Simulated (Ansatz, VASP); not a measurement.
One calculation of C, two programs

INCAR

```
SYSTEM = C
  PREC = Accurate
  ENCUT = 520
  EDIFF = 1E-6
  ISMEAR = 0
  SIGMA = 0.1
  LREAL = .False.
  LASPH = .True.
  NELM = 60
  ALGO = Normal
  ISIF = 2
  LWAVE = .False.
  LCHARG = .True.
  GGA = PE
  LELF = .True.
  LVHAR = .True.
  NBANDS = 26
```

KPOINTS

```
regular mesh
0
Gamma
  6 6 4
  0 0 0
```

The input POSCAR:

```
C
1.0
    3.4734310300      0.0000000000      0.0000000000
    0.0000000000      3.4734310300      0.0000000000
    0.0000000000      0.0000000000      4.2900539000
C
8
Direct
    0.7819384900      0.5000000000      0.1809069100
    0.5000000000      0.7819384900      0.6809069100
    0.5000000000      0.2180615100      0.6809069100
    0.7819384900      0.5000000000      0.8190930900
    0.2180615100      0.5000000000      0.8190930900
    0.2180615100      0.5000000000      0.1809069100
    0.5000000000      0.7819384900      0.3190930900
    0.5000000000      0.2180615100      0.3190930900
```

Input for Ansatz:

```yaml
crystal:
  lattice:
    - [3.47343103, 0.0, 0.0]
    - [0.0, 3.47343103, 0.0]
    - [0.0, 0.0, 4.2900539]
  atoms:
    - { symbol: C, position: [0.78193849, 0.5, 0.18090691] }
    - { symbol: C, position: [0.5, 0.78193849, 0.68090691] }
    - { symbol: C, position: [0.5, 0.21806151, 0.68090691] }
    - { symbol: C, position: [0.78193849, 0.5, 0.81909309] }
    - { symbol: C, position: [0.21806151, 0.5, 0.81909309] }
    - { symbol: C, position: [0.21806151, 0.5, 0.18090691] }
    - { symbol: C, position: [0.5, 0.78193849, 0.31909309] }
    - { symbol: C, position: [0.5, 0.21806151, 0.31909309] }
basis:
  ecutwfc: 420
kpoints:
  mp_grid: { grid: [6, 6, 4] }
hamiltonian:
  xc: pbe
scf:
  occupations: { method: gaussian, width: 0.1 }
  lower_state_search: "off"
output:
  forces: true
  stress: true
  eigenvalues: true
```

Alike in both runs: task single point; functional PBE; k mesh 6 × 6 × 4; occupations gaussian, width 0.1 eV; no spin polarisation.

```csv
,VASP,Ansatz
version,VASP 6.6.1,Ansatz 0.2.0
potentials or method,"VASP PAW PBE potentials, release 64 (C), cutoff 520 eV","scalar-relativistic, plane waves, PAW"
valence electrons in the cell,32,32
```

|  | VASP | Ansatz | Ansatz less VASP |
| --- | --- | --- | --- |
| gap on the k mesh at the Fermi level (eV) | 1.87 | 1.88 | +0.013 |
| least direct gap on the mesh (eV) | 2.26 | 2.28 | +0.015 |
| rms of the force components (eV/Å) | 0.755 | 0.734 | -0.0209 |

Atom by atom the forces differ by 0.021 eV/Å (rms over components).
